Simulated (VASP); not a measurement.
# ZnS (Imm2) in VASP: single point with HSE06

Aim: the single point of ZnS with HSE06.

All numbers are computed with VASP 6.6.1; they aren't measurements. Logs are shortened: lines on timing, memory, paths and dates and some standing lists are left out, and cuts for length are marked.

## Step 1: The cell of the first run

Symmetry: Imm2, No. 44, orthorhombic system. Conventional cell: a = 3.750 Å, b = 3.818 Å, c = 5.303 Å, α = 90.00°, β = 90.00°, γ = 90.00°. Zn (site symmetry mm2) has 4 S at 2.31 Å within 3.0 Å. Within 3.0 Å of S (site symmetry mm2) lie 4 Zn at 2.31 Å.

## Step 2: Single point, HSE06

Input file POSCAR:

```
ZnS
1.0
    0.0238832290      2.6755051742      2.6516219451
    2.6755051742      0.0238832290      2.6516219451
    2.6993884032      2.6993884032      0.0000000000
Zn S
1 1
Direct
    0.0017168716      0.0017168716     -0.0017168716
    0.2482831284      0.2482831284      0.2517168716
```

Input file INCAR.step1:

```
ALGO = Normal
EDIFF = 1E-5
ENCUT = 400
GGA = PE
GGA_COMPAT = F
ISIF = 2
ISMEAR = 0
LASPH = T
LREAL = F
LWAVE = T
NBANDS = 16
NELM = 120
PREC = Accurate
SIGMA = 0.01
```

Input file INCAR.step2:

```
ALGO = Normal
EDIFF = 1E-6
ENCUT = 400
GGA = PE
GGA_COMPAT = F
HFSCREEN = 0.2079
ISIF = 2
ISMEAR = 0
ISTART = 1
LASPH = T
LCHARG = T
LELF = T
LHFCALC = T
LREAL = F
LVHAR = T
LWAVE = F
NBANDS = 16
NELM = 120
PREC = Accurate
PRECFOCK = Normal
SIGMA = 0.01
```

Input file KPOINTS:

```
k-points
0
Gamma
  4 4 4
```

Potentials or basis: VASP PAW PBE potentials, release 64 (Zn, S).

Started as:

```
> cat potpaw_PBE.64/Zn/POTCAR potpaw_PBE.64/S/POTCAR > POTCAR
> cp INCAR.step1 INCAR
> mpirun -np 1 vasp_std > vasp.out
> cp INCAR.step2 INCAR
> mpirun -np 1 vasp_std > vasp.out
```

OUTCAR:

```text
EDIFF = 1E-6
   ENCUT = 400
   GGA = PE
   HFSCREEN = 0.2079
   ISIF = 2
   ISMEAR = 0
   ISTART = 1
   LASPH = T
   LHFCALC = T
   LREAL = F
   NELM = 120
   PREC = Accurate
   PRECFOCK = Normal

 ion  position               nearest neighbor table
   1  0.002  0.002  0.998-   2 2.31   2 2.31   2 2.31   2 2.31
   2  0.248  0.248  0.252-   1 2.31   1 2.31   1 2.31   1 2.31

  LATTYP: Found a body centered orthorhombic cell.
 ALAT       =     3.7499597172
 B/A-ratio  =     1.0180140529
 C/A-ratio  =     1.4142135623

  Lattice vectors:

 A1 = (   2.6755051742,   0.0238832290,  -2.6516219451)
 A2 = (  -2.6755051742,  -0.0238832290,  -2.6516219451)
 A3 = (   0.0238832290,   2.6755051742,   2.6516219451)

Analysis of symmetry for initial positions (statically):
=====================================================================
 Subroutine PRICEL returns:
 Original cell was already a primitive cell.

 Routine SETGRP: Setting up the symmetry group for a
 body centered orthorhombic supercell.

 Subroutine GETGRP returns: Found  4 space group operations
 (whereof  4 operations were pure point group operations)
 out of a pool of  8 trial point group operations.

The static configuration has the point symmetry C_2v.

Analysis of symmetry for dynamics (positions and initial velocities):
=====================================================================
 Subroutine PRICEL returns:
 Original cell was already a primitive cell.

 Routine SETGRP: Setting up the symmetry group for a
 body centered orthorhombic supercell.

 Subroutine GETGRP returns: Found  4 space group operations
 (whereof  4 operations were pure point group operations)
 out of a pool of  8 trial point group operations.

The dynamic configuration has the point symmetry C_2v.

 Subroutine INISYM returns: Found  4 space group operations
 (whereof  4 operations are pure point group operations),
 and found     1 'primitive' translations

----------------------------------------------------------------------------------------

                                     Primitive cell

  volume of cell :      37.9593

  direct lattice vectors                    reciprocal lattice vectors
     0.023883229  2.675505174  2.651621945    -0.188563834  0.188563834  0.188563834
     2.675505174  0.023883229  2.651621945     0.188563834 -0.188563834  0.188563834
     2.699388403  2.699388403  0.000000000     0.185227142  0.185227142 -0.188563834

  length of vectors
     3.766961280  3.766961280  3.817511690     0.326602141  0.326602141  0.322760760

  position of ions in fractional coordinates (direct lattice)
     0.001716872  0.001716872  0.998283128
     0.248283128  0.248283128  0.251716872

  ion indices of the primitive-cell ions
   primitive index   ion index
                 1           1
                 2           2

----------------------------------------------------------------------------------------

 KPOINTS: k-points

Automatic generation of k-mesh.
 Grid dimensions read from file:
 generate k-points for:    4    4    4

 Generating k-lattice:

  Cartesian coordinates                     Fractional coordinates (reciprocal lattice)
    -0.047140958  0.047140958  0.047140958     0.250000000 -0.000000000  0.000000000
     0.047140958 -0.047140958  0.047140958    -0.000000000  0.250000000  0.000000000
     0.046306786  0.046306786 -0.047140958     0.000000000  0.000000000  0.250000000

  Length of vectors
     0.081650535  0.081650535  0.080690190

  Shift w.r.t. Gamma in fractional coordinates (k-lattice)
     0.000000000  0.000000000  0.000000000

 Subroutine IBZKPT returns following result:
 ===========================================

 Found     18 irreducible k-points:

 Following reciprocal coordinates:
            Coordinates               Weight
  0.000000  0.000000  0.000000      1.000000
  0.250000 -0.000000  0.000000      4.000000
  0.500000 -0.000000  0.000000      2.000000
  0.250000  0.250000  0.000000      2.000000
  0.500000  0.250000  0.000000      4.000000
 -0.250000  0.250000  0.000000      2.000000
[... 10 lines left out ...]
  0.250000  0.250000  0.500000      2.000000
 -0.250000  0.250000  0.500000      2.000000
   k-points           NKPTS =     18   k-points in BZ     NKDIM =     64   number of bands    NBANDS=     16
   number of dos      NEDOS =    301   number of ions     NIONS =      2
   total plane-waves  NPLWV =  21952
   dimension x,y,z NGX =    28 NGY =   28 NGZ =   28
   dimension x,y,z NGXF=    56 NGYF=   56 NGZF=   56
   ions per type =               1   1
   NGX,Y,Z   is equivalent  to a cutoff of  12.36, 12.36, 12.19 a.u.
   NGXF,Y,Z  is equivalent  to a cutoff of  24.71, 24.71, 24.39 a.u.
 SYSTEM =  unknown system
   PREC   = accura    normal or accurate (medium, high low for compatibility)
   ISTART =      1    job   : 0-new  1-cont  2-samecut
   ICHARG =      0    charge: 1-file 2-atom 10-const
   ISPIN  =      1    spin polarized calculation?
   LNONCOLLINEAR =      F non collinear calculations
   LSORBIT =      F    spin-orbit coupling
   LASPH  =      T    aspherical Exc in radial PAW
   ENCUT  =  400.0 eV  29.40 Ry    5.42 a.u.   6.14  6.14  6.23*2*pi/ulx,y,z
   NELM   =    120;   NELMIN=  2; NELMDL=  0     # of ELM steps
   EDIFF  = 0.1E-05   stopping-criterion for ELM
   LREAL  =      F    real-space projection
   EDIFFG = 0.1E-04   stopping-criterion for IOM
   NSW    =      0    number of steps for IOM
   IBRION =     -1    ionic relax: 0-MD 1-quasi-New 2-CG
   NFREE  =      0    steps in history (QN), initial steepest desc. (CG)
   ISIF   =      2    stress and relaxation
   ISYM   =      3    0-nonsym 1-usesym 2-fastsym
   POTIM  = 0.5000    time-step for ionic-motion
   TEBEG  =    0.0;   TEEND  =   0.0 temperature during run
   PSTRESS=    0.0 pullay stress
   NELECT =      18.0000    total number of electrons
   NUPDOWN=      -1.0000    fix difference up-down
   EMIN   =  10.00;   EMAX   =-10.00  energy-range for DOS
   EFERMI =   0.00;   METHOD = LEGACY
   ISMEAR =     0;   SIGMA  =   0.01  broadening in eV -4-tet -1-fermi 0-gaus
   EFERMI_NEDOS =   21; number of points for ismear=-14 and -15
   IALGO  =     38    algorithm
   IMIX   =      1    mixing-type and parameters
     AMIX     =   0.40;   BMIX     =  1.00
     AMIX_MAG =   1.60;   BMIX_MAG =  1.00
  volume/ion in A,a.u.               =      18.98       128.08
  Fermi-wavevector in a.u.,A,eV,Ry     =   1.276614  2.412450 22.173990  1.629742
  Thomas-Fermi vector in A             =   2.409260
   LORBIT       =      0    0 simple, 1 ext, 2 COOP (PROOUT), +10 PAW based schemes
   GGA     = PE    functional components
   LHFCALC =     T    Hartree Fock is set to
   PRECFOCK=normal    Normal, Fast or Accurate (Low or Medium for compatibility)
   ENCUT4O =  -1.0   cutoff for four orbital integrals eV
   NKREDX  =     1    reduce k-point grid by
   NKREDY  =     1    reduce k-point grid by
   NKREDZ  =     1    reduce k-point grid by
   AEXX    =    0.2500 exact exchange contribution
   HFSCREEN=    0.2079 screening length (either q_TF or 0.3 A-1)
   HFSCREENC=   0.2079 screening length for correlation (either q_TF or 0.3 A-1)
   ENCUTFOCK=  -1.0 apply spherical cutoff to Coloumb kernel
   IVDW    =     0    specifies the selected vdW correction
   LEPSILON=     F    determine dielectric tensor
   LRPA    =     F    only Hartree local field effects (RPA)
 non-spin polarized calculation
 Gauss-broadening in eV      SIGMA  =   0.01
  energy-cutoff  :      400.00
  volume of cell :       37.96
 maximum number of plane-waves:       704
 NGX is ok and might be reduce to    28
  NGX = 20; NGY = 20; NGZ = 20

 number of electron      18.0000010 magnetization

 Free energy of the ion-electron system (eV)
  ---------------------------------------------------
  ext. energy  EPLUGINS =         0.00000000
  ---------------------------------------------------
  free energy    TOTEN  =        -8.30438256 eV

  energy without entropy =       -8.30438256  energy(sigma->0) =       -8.30438256

 E-fermi :   1.9408     XC(G=0):  -8.1085

 val. band max:        1.7973628975   @ k =   0.0000   0.0000   0.0000
 cond. band min:       5.2771462868   @ k =   0.0000   0.0000   0.0000
 fundamental gap:      3.4797833893
 Fermi energy:         1.9408271051

 k-point     1 :       0.0000    0.0000    0.0000
  band No.  band energies     occupation
      1     -12.8447      2.00000
      2      -6.2453      2.00000
      3      -6.2361      2.00000
      4      -6.2356      2.00000
      5      -5.7521      2.00000
      6      -5.7500      2.00000
[... 8 lines left out ...]
     15      15.0840      0.00000
     16      15.3856      0.00000

 k-point     2 :       0.2500   -0.0000    0.0000
  band No.  band energies     occupation
      1     -12.3508      2.00000
      2      -6.1748      2.00000
      3      -6.1678      2.00000
      4      -6.1222      2.00000
      5      -5.7513      2.00000
      6      -5.7490      2.00000
[... 8 lines left out ...]
     15      14.1931      0.00000
     16      15.3667      0.00000

 k-point     3 :       0.5000   -0.0000    0.0000
  band No.  band energies     occupation
      1     -11.7610      2.00000
      2      -6.1257      2.00000
      3      -6.1199      2.00000
      4      -5.7227      2.00000
      5      -5.7212      2.00000
      6      -5.4856      2.00000
[... 8 lines left out ...]
     15      16.8241      0.00000
     16      16.9824      0.00000

 k-point     4 :       0.2500    0.2500    0.0000
  band No.  band energies     occupation
      1     -12.1902      2.00000
      2      -6.2116      2.00000
      3      -6.0920      2.00000
      4      -6.0903      2.00000
      5      -5.7835      2.00000
      6      -5.7134      2.00000
[... 8 lines left out ...]
     15      15.7869      0.00000
     16      19.5472      0.00000
[... 210 lines left out ...]
 k-point    16 :       0.5000    0.0000    0.5000
  band No.  band energies     occupation
      1     -11.4288      2.00000
      2      -6.1415      2.00000
      3      -5.9051      2.00000
      4      -5.8945      2.00000
      5      -5.6765      2.00000
      6      -5.4622      2.00000
[... 8 lines left out ...]
     15      17.1474      0.00000
     16      18.0153      0.00000

 k-point    17 :       0.2500    0.2500    0.5000
  band No.  band energies     occupation
      1     -11.8291      2.00000
      2      -6.0987      2.00000
      3      -6.0816      2.00000
      4      -5.8602      2.00000
      5      -5.7636      2.00000
      6      -5.6697      2.00000
[... 8 lines left out ...]
     15      16.5339      0.00000
     16      18.0865      0.00000

 k-point    18 :      -0.2500    0.2500    0.5000
  band No.  band energies     occupation
      1     -11.4234      2.00000
      2      -6.0679      2.00000
      3      -5.9700      2.00000
      4      -5.7992      2.00000
      5      -5.7706      2.00000
      6      -5.2669      2.00000
[... 8 lines left out ...]
     15      17.4032      0.00000
     16      18.3976      0.00000

------------------------ aborting loop because EDIFF is reached ----------------------------------------

  FORCE on cell =-STRESS in cart. coord.  units (eV):
  Direction    XX          YY          ZZ          XY          YZ          ZX
  --------------------------------------------------------------------------------------
  -------------------------------------------------------------------------------------
  Total        0.9703547      0.9703547      1.0536854     -0.2130935      0.0000000      0.0000000
  in kB       40.9564692     40.9564692     44.4736676     -8.9941932      0.0000000      0.0000000
  external PRESSURE =      42.1288687 kB  Pullay stress =       0.0000000 kB

 VOLUME and BASIS-vectors are now :
 -----------------------------------------------------------------------------
  energy-cutoff  :      400.00
  volume of cell :       37.96
      direct lattice vectors                 reciprocal lattice vectors
     0.023883229  2.675505174  2.651621945    -0.188563834  0.188563834  0.188563834
     2.675505174  0.023883229  2.651621945     0.188563834 -0.188563834  0.188563834
     2.699388403  2.699388403  0.000000000     0.185227142  0.185227142 -0.188563834

 POSITION                                       TOTAL-FORCE (eV/Angst)
 -----------------------------------------------------------------------------------
      2.69939      2.69939      0.00910         0.000000      0.000000      0.005357
      1.34969      1.34969      1.31671        -0.000000     -0.000000     -0.005357
 -----------------------------------------------------------------------------------
    total drift:                                0.000002     -0.000004     -0.001173

  FREE ENERGIE OF THE ION-ELECTRON SYSTEM (eV)
  ---------------------------------------------------
  free  energy   TOTEN  =        -8.3043825599 eV

  energy  without entropy=       -8.3043825599  energy(sigma->0) =       -8.30438256
```

It took 11 min on 1 thread of AMD EPYC 7R43 (Zen 3), shared host; peak memory 0.22 GiB.

Results:

```
Free energy            : -8.3044 eV
Pressure               : 4.2 GPa
Largest force          : 0.005 eV/Å
Band gap on the k mesh : 3.48 eV
```

Forces in eV/Å, atoms in the order of the input:
```
Zn   0.000  0.000  0.005
S    0.000  0.000 -0.005
```

Levels at points of the mesh, in eV from the valence-band top:
| k point | band 5 | band 6 | band 7 | band 8 | band 9 | band 10 | band 11 | band 12 | band 13 | band 14 |
| --- | --- | --- | --- | --- | --- | --- | --- | --- | --- | --- |
| (0.00, 0.00, 0.00) | -7.55 | -7.55 | -0.11 | -0.02 | 0.00 | 3.48 | 7.49 | 7.63 | 7.75 | 13.13 |
| (0.50, 0.00, 0.00) | -7.52 | -7.28 | -5.90 | -1.11 | -0.99 | 4.51 | 7.99 | 8.14 | 10.33 | 13.81 |
| (0.50, 0.50, 0.00) | -7.47 | -7.24 | -5.18 | -2.68 | -2.47 | 4.19 | 5.17 | 12.90 | 13.93 | 13.94 |
| (0.00, 0.00, 0.50) | -7.52 | -7.30 | -5.94 | -0.99 | -0.98 | 4.67 | 8.16 | 8.19 | 10.31 | 13.79 |
| (0.50, 0.00, 0.50) | -7.47 | -7.26 | -5.24 | -2.53 | -2.51 | 4.26 | 5.24 | 12.77 | 13.93 | 13.97 |

Caveat: the k points lie up to 0.51 Å⁻¹ apart; the PAW data sets were made with another functional, which shifts forces and pressure a little.
